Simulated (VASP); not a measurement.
# Mn (P6/mmm) in VASP: further runs

The runs below take Mn through single point, with RPBE.

Everything below comes from runs of VASP 6.6.1. Logs are shortened: lines on timing, memory, paths and dates and some standing lists are left out, and cuts for length are marked.

## 1. The cell of the first run

The structure is hexagonal, space group P6/mmm (No. 191). Conventional cell: a = 3.934 Å, b = 3.934 Å, c = 2.466 Å, α = 90.00°, β = 90.00°, γ = 120.00°. Mn (site symmetry 6/mmm) has 14 Mn at 2.47 to 2.58 Å within 3.3 Å. Mn (site symmetry -6m2) has 11 Mn at 2.27 to 2.58 Å within 3.0 Å.

## 2. Single point, RPBE

INCAR

```
ALGO = Normal
EDIFF = 1E-6
ENCUT = 520
GGA = RP
ISIF = 2
ISMEAR = -1
LASPH = True
LCHARG = False
LREAL = False
LWAVE = False
NBANDS = 26
NELM = 80
PREC = Accurate
SIGMA = 0.1
```

KPOINTS

```
k-points
0
Gamma
  12 12 17
```

POSCAR

```
Mn
1.0
    3.9339228341      0.0000000000      0.0000000000
   -1.9669614170      3.4068771108      0.0000000000
    0.0000000000      0.0000000000      2.4658759749
Mn
3
Direct
    1.0000000000      1.0000000000      0.0000000000
    0.3333333333      0.6666666667      0.5000000000
    0.6666666667      0.3333333333      0.5000000000
```

Potentials or basis: VASP PAW PBE potentials, release 64 (Mn_pv).

Launch:

```console
$ cat potpaw_PBE.64/Mn_pv/POTCAR > POTCAR
$ mpirun -np 1 vasp_std > vasp.out
```

OUTCAR:

```text
EDIFF = 1E-6
   ENCUT = 520
   GGA = RP
   ISIF = 2
   ISMEAR = -1
   LASPH = True
   LREAL = False
   NELM = 80
   PREC = Accurate

 ion  position               nearest neighbor table
   1  0.000  0.000  0.000-   2 2.58   3 2.58   2 2.58   3 2.58   2 2.58   2 2.58   3 2.58   3 2.58
                             3 2.58   3 2.58   2 2.58   2 2.58
   2  0.333  0.667  0.500-   3 2.27   3 2.27   3 2.27   1 2.58   1 2.58   1 2.58   1 2.58   1 2.58
                             1 2.58
   3  0.667  0.333  0.500-   2 2.27   2 2.27   2 2.27   1 2.58   1 2.58   1 2.58   1 2.58   1 2.58
                             1 2.58

  LATTYP: Found a hexagonal cell.
 ALAT       =     3.9339228341
 C/A-ratio  =     0.6268236767

  Lattice vectors:

 A1 = (   3.9339228341,   0.0000000000,   0.0000000000)
 A2 = (  -1.9669614170,   3.4068771108,   0.0000000000)
 A3 = (   0.0000000000,   0.0000000000,   2.4658759749)

Analysis of symmetry for initial positions (statically):
=====================================================================
 Subroutine PRICEL returns:
 Original cell was already a primitive cell.

 Routine SETGRP: Setting up the symmetry group for a
 hexagonal supercell.

 Subroutine GETGRP returns: Found 24 space group operations
 (whereof 24 operations were pure point group operations)
 out of a pool of 24 trial point group operations.

The static configuration has the point symmetry D_6h.

Analysis of symmetry for dynamics (positions and initial velocities):
=====================================================================
 Subroutine PRICEL returns:
 Original cell was already a primitive cell.

 Routine SETGRP: Setting up the symmetry group for a
 hexagonal supercell.

 Subroutine GETGRP returns: Found 24 space group operations
 (whereof 24 operations were pure point group operations)
 out of a pool of 24 trial point group operations.

The dynamic configuration has the point symmetry D_6h.

 Subroutine INISYM returns: Found 24 space group operations
 (whereof 24 operations are pure point group operations),
 and found     1 'primitive' translations

----------------------------------------------------------------------------------------

                                     Primitive cell

  volume of cell :      33.0486

  direct lattice vectors                    reciprocal lattice vectors
     3.933922834  0.000000000  0.000000000     0.254199191  0.146761971  0.000000000
    -1.966961417  3.406877111  0.000000000     0.000000000  0.293523942  0.000000000
     0.000000000  0.000000000  2.465875975     0.000000000  0.000000000  0.405535400

  length of vectors
     3.933922834  3.933922834  2.465875975     0.293523942  0.293523942  0.405535400

  position of ions in fractional coordinates (direct lattice)
     0.000000000  0.000000000  0.000000000
     0.333333333  0.666666667  0.500000000
     0.666666667  0.333333333  0.500000000

  ion indices of the primitive-cell ions
   primitive index   ion index
                 1           1
                 2           2
                 3           3

----------------------------------------------------------------------------------------

 KPOINTS: k-points

Automatic generation of k-mesh.
 Grid dimensions read from file:
 generate k-points for:   12   12   17

 Generating k-lattice:

  Cartesian coordinates                     Fractional coordinates (reciprocal lattice)
     0.021183266  0.012230164  0.000000000     0.083333333  0.000000000  0.000000000
     0.000000000  0.024460329  0.000000000     0.000000000  0.083333333  0.000000000
     0.000000000  0.000000000  0.023855024     0.000000000  0.000000000  0.058823529

  Length of vectors
     0.024460329  0.024460329  0.023855024

  Shift w.r.t. Gamma in fractional coordinates (k-lattice)
     0.000000000  0.000000000  0.000000000

 Subroutine IBZKPT returns following result:
 ===========================================

 Found    171 irreducible k-points:

 Following reciprocal coordinates:
            Coordinates               Weight
  0.000000  0.000000  0.000000      1.000000
  0.083333 -0.000000  0.000000      6.000000
  0.166667  0.000000  0.000000      6.000000
  0.250000  0.000000  0.000000      6.000000
  0.333333  0.000000  0.000000      6.000000
  0.416667  0.000000  0.000000      6.000000
[... 16 lines left out ...]
  0.250000  0.000000  0.058824     12.000000
  0.333333  0.000000  0.058824     12.000000
 [... further k-points ...]
   k-points           NKPTS =    171   k-points in BZ     NKDIM =    171   number of bands    NBANDS=     26
   number of dos      NEDOS =    301   number of ions     NIONS =      3
   total plane-waves  NPLWV =  16200
   dimension x,y,z NGX =    30 NGY =   30 NGZ =   18
   dimension x,y,z NGXF=    60 NGYF=   60 NGZF=   36
   ions per type =               3
   NGX,Y,Z   is equivalent  to a cutoff of  12.68, 12.68, 12.14 a.u.
   NGXF,Y,Z  is equivalent  to a cutoff of  25.36, 25.36, 24.27 a.u.
 SYSTEM =  unknown system
   PREC   = accura    normal or accurate (medium, high low for compatibility)
   ISTART =      0    job   : 0-new  1-cont  2-samecut
   ICHARG =      2    charge: 1-file 2-atom 10-const
   ISPIN  =      1    spin polarized calculation?
   LNONCOLLINEAR =      F non collinear calculations
   LSORBIT =      F    spin-orbit coupling
   LASPH  =      T    aspherical Exc in radial PAW
   ENCUT  =  520.0 eV  38.22 Ry    6.18 a.u.   7.31  7.31  4.58*2*pi/ulx,y,z
   NELM   =     80;   NELMIN=  2; NELMDL= -5     # of ELM steps
   EDIFF  = 0.1E-05   stopping-criterion for ELM
   LREAL  =      F    real-space projection
   EDIFFG = 0.1E-04   stopping-criterion for IOM
   NSW    =      0    number of steps for IOM
   IBRION =     -1    ionic relax: 0-MD 1-quasi-New 2-CG
   NFREE  =      0    steps in history (QN), initial steepest desc. (CG)
   ISIF   =      2    stress and relaxation
   ISYM   =      2    0-nonsym 1-usesym 2-fastsym
   POTIM  = 0.5000    time-step for ionic-motion
   TEBEG  =    0.0;   TEEND  =   0.0 temperature during run
   PSTRESS=    0.0 pullay stress
   NELECT =      39.0000    total number of electrons
   NUPDOWN=      -1.0000    fix difference up-down
   EMIN   =  10.00;   EMAX   =-10.00  energy-range for DOS
   EFERMI =   0.00;   METHOD = LEGACY
   ISMEAR =    -1;   SIGMA  =   0.10  broadening in eV -4-tet -1-fermi 0-gaus
   EFERMI_NEDOS =   21; number of points for ismear=-14 and -15
   IALGO  =     38    algorithm
   IMIX   =      4    mixing-type and parameters
     AMIX     =   0.40;   BMIX     =  1.00
     AMIX_MAG =   1.60;   BMIX_MAG =  1.00
  volume/ion in A,a.u.               =      11.02        74.34
  Fermi-wavevector in a.u.,A,eV,Ry     =   1.729996  3.269219 40.720705  2.992887
  Thomas-Fermi vector in A             =   2.804636
   LORBIT       =      0    0 simple, 1 ext, 2 COOP (PROOUT), +10 PAW based schemes
   GGA     = RP    functional components
   LHFCALC =     F    Hartree Fock is set to
   AEXX    =    0.0000 exact exchange contribution
   IVDW    =     0    specifies the selected vdW correction
   LEPSILON=     F    determine dielectric tensor
   LRPA    =     F    only Hartree local field effects (RPA)
 non-spin polarized calculation
  energy-cutoff  :      520.00
  volume of cell :       33.05
 maximum number of plane-waves:       919
 NGX is ok and might be reduce to    30
   NGX = 15   NGY = 15   NGZ =  9

 number of electron      38.9999956 magnetization

 Free energy of the ion-electron system (eV)
  ---------------------------------------------------
  ext. energy  EPLUGINS =         0.00000000
  ---------------------------------------------------
  free energy    TOTEN  =       -25.10729290 eV

  energy without entropy =      -24.98763402  energy(sigma->0) =      -25.04746346

 E-fermi :  10.2168     XC(G=0): -13.7339

 val. band max:       10.2145050339   @ k =   0.2500   0.0833   0.2353
 cond. band min:      10.2176146874   @ k =   0.0000   0.0000   0.2353
 fundamental gap:      0.0031096536
 Fermi energy:        10.2168089945

 k-point     1 :       0.0000    0.0000    0.0000
  band No.  band energies     occupation
      1     -38.0692      2.00000
      2     -38.0692      2.00000
      3     -37.7615      2.00000
      4     -37.7615      2.00000
      5     -37.6619      2.00000
      6     -37.4945      2.00000
[... 18 lines left out ...]
     25      12.0861      0.00000
     26      18.7333      0.00000

 k-point     2 :       0.0833   -0.0000    0.0000
  band No.  band energies     occupation
      1     -38.0820      2.00000
      2     -38.0712      2.00000
      3     -37.7457      2.00000
      4     -37.7426      2.00000
      5     -37.6584      2.00000
      6     -37.4965      2.00000
[... 18 lines left out ...]
     25      12.0738      0.00000
     26      17.2286      0.00000

 k-point     3 :       0.1667    0.0000    0.0000
  band No.  band energies     occupation
      1     -38.1123      2.00000
      2     -38.0698      2.00000
      3     -37.7066      2.00000
      4     -37.6955      2.00000
      5     -37.6483      2.00000
      6     -37.5022      2.00000
[... 18 lines left out ...]
     25      12.0362      0.00000
     26      15.7113      0.00000

 k-point     4 :       0.2500    0.0000    0.0000
  band No.  band energies     occupation
      1     -38.1467      2.00000
      2     -38.0532      2.00000
      3     -37.6578      2.00000
      4     -37.6382      2.00000
      5     -37.6326      2.00000
      6     -37.5123      2.00000
[... 18 lines left out ...]
     25      11.9719      0.00000
     26      14.3582      0.00000

 k-point     5 :       0.3333    0.0000    0.0000
  band No.  band energies     occupation
      1     -38.1761      2.00000
      2     -38.0163      2.00000
      3     -37.6130      2.00000
      4     -37.6094      2.00000
      5     -37.6056      2.00000
      6     -37.5842      2.00000
[... 18 lines left out ...]
     25      11.8789      0.00000
     26      13.2408      0.00000

 k-point     6 :       0.4167    0.0000    0.0000
  band No.  band energies     occupation
      1     -38.1955      2.00000
      2     -37.9647      2.00000
      3     -37.6933      2.00000
      4     -37.5924      2.00000
      5     -37.5700      2.00000
      6     -37.5497      2.00000
[... 427 lines left out ...]
 k-point    21 :       0.0833   -0.0000    0.0588
  band No.  band energies     occupation
      1     -38.0799      2.00000
      2     -38.0691      2.00000
      3     -37.7418      2.00000
      4     -37.7397      2.00000
      5     -37.6712      2.00000
      6     -37.5097      2.00000
[... 18 lines left out ...]
     25      12.0470      0.00000
     26      17.3195      0.00000

 k-point    22 :       0.1667    0.0000    0.0588
  band No.  band energies     occupation
      1     -38.1095      2.00000
      2     -38.0672      2.00000
      3     -37.7037      2.00000
      4     -37.6979      2.00000
      5     -37.6569      2.00000
      6     -37.5155      2.00000
[... 18 lines left out ...]
     25      12.0095      0.00000
     26      15.7966      0.00000

 k-point    23 :       0.2500    0.0000    0.0588
  band No.  band energies     occupation
      1     -38.1433      2.00000
      2     -38.0507      2.00000
      3     -37.6596      2.00000
      4     -37.6559      2.00000
      5     -37.6236      2.00000
      6     -37.5281      2.00000
[... 18 lines left out ...]
     25      11.9471      0.00000
     26      14.4364      0.00000

 k-point    24 :       0.3333    0.0000    0.0588
  band No.  band energies     occupation
      1     -38.1723      2.00000
      2     -38.0144      2.00000
      3     -37.6386      2.00000
      4     -37.6086      2.00000
      5     -37.6034      2.00000
      6     -37.5781      2.00000
[... 18 lines left out ...]
     25      11.8688      0.00000
     26      13.3120      0.00000

 [... further k-points ...]
[... 5 lines left out ...]
  --------------------------------------------------------------------------------------
  -------------------------------------------------------------------------------------
  Total        0.0288148      0.0288148      0.0329309      0.0000000     -0.0000000     -0.0000000
  in kB        1.3969242      1.3969242      1.5964672      0.0000000     -0.0000000     -0.0000000
  external PRESSURE =       1.4634385 kB  Pullay stress =       0.0000000 kB

 VOLUME and BASIS-vectors are now :
 -----------------------------------------------------------------------------
  energy-cutoff  :      520.00
  volume of cell :       33.05
      direct lattice vectors                 reciprocal lattice vectors
     3.933922834  0.000000000  0.000000000     0.254199191  0.146761971  0.000000000
    -1.966961417  3.406877111  0.000000000     0.000000000  0.293523942  0.000000000
     0.000000000  0.000000000  2.465875975     0.000000000  0.000000000  0.405535400

 POSITION                                       TOTAL-FORCE (eV/Angst)
 -----------------------------------------------------------------------------------
      0.00000      0.00000      0.00000         0.000000      0.000000      0.000000
     -0.00000      2.27125      1.23294        -0.000000      0.000000      0.000000
      1.96696      1.13563      1.23294         0.000000      0.000000     -0.000000
 -----------------------------------------------------------------------------------
    total drift:                               -0.000000      0.000000      0.000000

  FREE ENERGIE OF THE ION-ELECTRON SYSTEM (eV)
  ---------------------------------------------------
  free  energy   TOTEN  =       -25.1072929034 eV

  energy  without entropy=      -24.9876340203  energy(sigma->0) =      -25.04746346
```

It took 2.2 min on 1 thread of Intel Xeon 6975P-C, shared host; peak memory 0.22 GiB.

What came out:

- Free energy: -25.1073 eV
- Pressure: 0.1 GPa

Caveat: the PAW data sets were made with another functional, which shifts forces and pressure a little; the run has no spin polarisation, though such a crystal can be magnetic. Spin polarisation is off, so any magnetic state and its effect on volume and gap are missing.

## 3. Single point, RPBE, collinear spin, ferromagnetic start

INCAR

```
SYSTEM = Mn
PREC = Accurate
ENCUT = 520
EDIFF = 1E-6
ISMEAR = -1
SIGMA = 0.05
LREAL = .False.
LASPH = .True.
NELM = 150
ALGO = Normal
ISIF = 2
LWAVE = .False.
LCHARG = .True.
ISPIN = 2
MAGMOM = 3 3 3
LORBIT = 11
LMAXMIX = 4
GGA = RP
LELF = .True.
LVHAR = .True.
NBANDS = 30
```

KPOINTS

```
regular mesh
0
Gamma
  9 9 13
  0 0 0
```

POSCAR

```
Mn
1.0
    3.9293229203      0.0000000000      0.0000000000
   -1.9646614601      3.4028934686      0.0000000000
    0.0000000000      0.0000000000      2.4692033262
Mn
3
Direct
    0.0000000000      1.0000000000      0.0000000000
    0.3333333333      0.6666666667      0.5000000000
    0.6666666667      0.3333333333      0.5000000000
```

Potentials or basis: VASP PAW PBE potentials, release 64 (Mn_pv).

Launch:

```console
$ cat potpaw_PBE.64/Mn_pv/POTCAR > POTCAR
$ mpirun -np 1 vasp_std > vasp.out
```

OUTCAR:

```text
SYSTEM = Mn
   PREC = Accurate
   ENCUT = 520
   EDIFF = 1E-6
   ISMEAR = -1
   LREAL = .False.
   LASPH = .True.
   NELM = 150
   ISIF = 2
   ISPIN = 2
   LORBIT = 11
   GGA = RP

 ion  position               nearest neighbor table
   1  0.000  0.000  0.000-   2 2.58   3 2.58   2 2.58   3 2.58   2 2.58   2 2.58   3 2.58   3 2.58
                             3 2.58   3 2.58   2 2.58   2 2.58
   2  0.333  0.667  0.500-   3 2.27   3 2.27   3 2.27   1 2.58   1 2.58   1 2.58   1 2.58   1 2.58
                             1 2.58
   3  0.667  0.333  0.500-   2 2.27   2 2.27   2 2.27   1 2.58   1 2.58   1 2.58   1 2.58   1 2.58
                             1 2.58

  LATTYP: Found a hexagonal cell.
 ALAT       =     3.9293229203
 C/A-ratio  =     0.6284042763

  Lattice vectors:

 A1 = (   3.9293229203,   0.0000000000,   0.0000000000)
 A2 = (  -1.9646614601,   3.4028934686,   0.0000000000)
 A3 = (   0.0000000000,   0.0000000000,   2.4692033262)

Analysis of symmetry for initial positions (statically):
=====================================================================
 Subroutine PRICEL returns:
 Original cell was already a primitive cell.

[... 1781 lines left out ...]
     29      24.3440      0.00000
     30      24.3440      0.00000

 [... further k-points ...]
[... 5 lines left out ...]
  --------------------------------------------------------------------------------------
  -------------------------------------------------------------------------------------
  Total        0.0393049      0.0393049      0.0028144      0.0000000     -0.0000000     -0.0000000
  in kB        1.9073675      1.9073675      0.1365740      0.0000000     -0.0000000     -0.0000000
  external PRESSURE =       1.3171030 kB  Pullay stress =       0.0000000 kB

 VOLUME and BASIS-vectors are now :
 -----------------------------------------------------------------------------
  energy-cutoff  :      520.00
  volume of cell :       33.02
      direct lattice vectors                 reciprocal lattice vectors
     3.929322920  0.000000000  0.000000000     0.254496772  0.146933780  0.000000000
    -1.964661460  3.402893469  0.000000000     0.000000000  0.293867560  0.000000000
     0.000000000  0.000000000  2.469203326     0.000000000  0.000000000  0.404988925

 POSITION                                       TOTAL-FORCE (eV/Angst)
 -----------------------------------------------------------------------------------
      0.00000      0.00000      0.00000         0.000000      0.000000      0.000000
     -0.00000      2.26860      1.23460        -0.000000     -0.000000      0.000000
      1.96466      1.13430      1.23460        -0.000000      0.000000      0.000000
 -----------------------------------------------------------------------------------
    total drift:                               -0.000000      0.000000      0.000000

  FREE ENERGIE OF THE ION-ELECTRON SYSTEM (eV)
  ---------------------------------------------------
  free  energy   TOTEN  =       -25.0589241958 eV

  energy  without entropy=      -25.0268085704  energy(sigma->0) =      -25.04286638

 total charge

# of ion       s       p       d       tot
------------------------------------------
    1        0.393   6.369   5.117  11.879
    2        0.424   6.390   5.177  11.991
    3        0.424   6.390   5.177  11.991
--------------------------------------------------
tot          1.240  19.150  15.471  35.861

 magnetization (x)

# of ion       s       p       d       tot
------------------------------------------
    1        0.000   0.000   0.004   0.004
    2       -0.000  -0.000  -0.001  -0.001
    3       -0.000  -0.000  -0.001  -0.001
--------------------------------------------------
tot         -0.000   0.000   0.002   0.002
```

stdout:

```text
POSCAR found type information on POSCAR Mn
 POSCAR found :  1 types and       3 ions
 scaLAPACK will be used
 -----------------------------------------------------------------------------
|                                                                             |
|                                                                             |
|     You enforced a specific xc type in the INCAR file but a different       |
|     I HOPE YOU KNOW WHAT YOU ARE DOING!                                     |
|                                                                             |
 -----------------------------------------------------------------------------

 LDA part: xc-table for (Slater+PW92), standard interpolation
 POSCAR, INCAR and KPOINTS ok, starting setup
 FFT: planning ... GRIDC
 FFT: planning ... GRID_SOFT
 FFT: planning ... GRID
 WAVECAR not read
 entering main loop
```

It took 3.5 min on 1 thread of Intel Xeon Platinum 8259CL at 2.50GHz (Skylake/Cascade Lake), shared host; peak memory 0.23 GiB.

What came out:

```
Free energy                                           : -25.0589 eV
Pressure                                              : 0.1 GPa
Net moment                                            : 0.00 μB per cell
Valence electrons inside the program's atomic spheres : Mn 11.88, 11.99
```

Caveat: the starting moments collapsed, and a magnetic state may lie lower; the PAW data sets were made with another functional, which shifts forces and pressure a little.
